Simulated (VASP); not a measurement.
## SnSe: relaxation of shape and atoms at fixed volume with LDA

The system is SnSe.

```
Sn Se
1.0
    11.23743    0.00000    0.00000
     0.00000    4.08973    0.00000
     0.00000    0.00000    4.28861
Sn Se
4 4
Direct
  0.11703 0.25000 0.09234
  0.38297 0.75000 0.59234
  0.61703 0.25000 0.40766
  0.88297 0.75000 0.90766
  0.35769 0.25000 0.02292
  0.14231 0.75000 0.52292
  0.85769 0.25000 0.47708
  0.64231 0.75000 0.97708
```

```json
{"Program": "VASP 6.6.1", "Task": "relaxation of shape and atoms at fixed volume", "Functional": "LDA", "Potentials or basis": "VASP PAW LDA potentials, release 64 (Sn_d, Se)", "Cutoff": "600 eV", "k mesh": "4 × 8 × 8", "Occupations": "gaussian, width 0.03 eV", "Spin": "no spin polarisation", "Further INCAR settings": "ALGO = Normal; EDIFF = 1e-07; IBRION = 2; EDIFFG = -0.01; NSW = 40; ISIF = 4"}
```

* Energy gained by relaxing: 0.6 meV/atom
* Ionic steps: 6
* Pressure after relaxing: 1.0 GPa
* Largest force after relaxing: 0.006 eV/Å
* Band gap on the k mesh: 0.35 eV (least direct gap 0.72 eV)

Forces in eV/Å, atoms in the order of the input:
```
Sn   0.003  0.000 -0.005
Sn  -0.003  0.000 -0.005
Sn   0.003  0.000  0.005
Sn  -0.003  0.000  0.005
Se  -0.003  0.000  0.000
Se   0.003  0.000  0.000
Se  -0.003  0.000  0.000
Se   0.003  0.000  0.000
```

Stress tensor (GPa, compression positive):
```
0.99 0.00 0.00
0.00 0.98 0.00
0.00 0.00 0.89
```

The path:
| step | energy change (eV) | largest force (eV/Å) | pressure (GPa) |
| --- | --- | --- | --- |
| 1 | 0.0000 | 0.1071 | 1.31 |
| 2 | -0.0027 | 0.0641 | 1.18 |
| 3 | -0.0041 | 0.0202 | 1.01 |
| 4 | -0.0041 | 0.0215 | 0.98 |
| 5 | -0.0044 | 0.0046 | 0.95 |
| 6 | -0.0044 | 0.0055 | 0.95 |

Final structure:
```yaml
crystal:
  lattice:
    - [11.22951, 0.00000, 0.00000]
    - [0.00000, 4.09539, 0.00000]
    - [0.00000, 0.00000, 4.28571]
  atoms:
    - { symbol: Sn, position: [0.11603, 0.25000, 0.09049] }
    - { symbol: Sn, position: [0.38397, 0.75000, 0.59049] }
    - { symbol: Sn, position: [0.61603, 0.25000, 0.40951] }
    - { symbol: Sn, position: [0.88397, 0.75000, 0.90951] }
    - { symbol: Se, position: [0.35828, 0.25000, 0.02462] }
    - { symbol: Se, position: [0.14172, 0.75000, 0.52462] }
    - { symbol: Se, position: [0.85828, 0.25000, 0.47538] }
    - { symbol: Se, position: [0.64172, 0.75000, 0.97538] }
```

Levels at points of the mesh, in eV from the valence-band top:
| k point | band 36 | band 37 | band 38 | band 39 | band 40 | band 41 | band 42 | band 43 | band 44 | band 45 |
| --- | --- | --- | --- | --- | --- | --- | --- | --- | --- | --- |
| (0.00, 0.00, 0.00) | -2.05 | -1.76 | -1.37 | -0.85 | -0.69 | 0.35 | 2.95 | 3.02 | 3.08 | 3.32 |
| (0.50, 0.00, 0.00) | -2.42 | -2.10 | -2.10 | -0.69 | -0.69 | 2.51 | 2.51 | 2.70 | 2.70 | 3.78 |
| (0.00, 0.50, 0.00) | -1.82 | -1.10 | -1.10 | -0.67 | -0.67 | 0.74 | 0.74 | 1.38 | 1.38 | 1.49 |
| (0.50, 0.50, 0.00) | -2.25 | -1.01 | -1.01 | -1.01 | -1.01 | 1.35 | 1.35 | 1.35 | 1.35 | 1.91 |
| (0.00, 0.00, 0.50) | -1.51 | -0.88 | -0.88 | -0.31 | -0.31 | 1.14 | 1.14 | 1.18 | 1.18 | 1.63 |
| (0.50, 0.00, 0.50) | -1.84 | -0.50 | -0.50 | -0.20 | -0.20 | 0.99 | 0.99 | 1.25 | 1.25 | 1.57 |
| (0.00, 0.50, 0.50) | -3.55 | -2.60 | -2.60 | -1.67 | -1.67 | 2.53 | 2.53 | 3.00 | 3.00 | 4.60 |
| (0.50, 0.50, 0.50) | -4.25 | -1.73 | -1.73 | -1.73 | -1.73 | 2.26 | 2.26 | 2.26 | 2.26 | 5.04 |

Run time: 13 min on 2 MPI ranks on Intel(R) Xeon(R) 6975P-C (Granite Rapids), on a shared host, peak memory 0.74 GiB a rank.

Caveat: spin-orbit coupling is left out, which moves the levels of the heavy elements. A k mesh can miss the band edges.
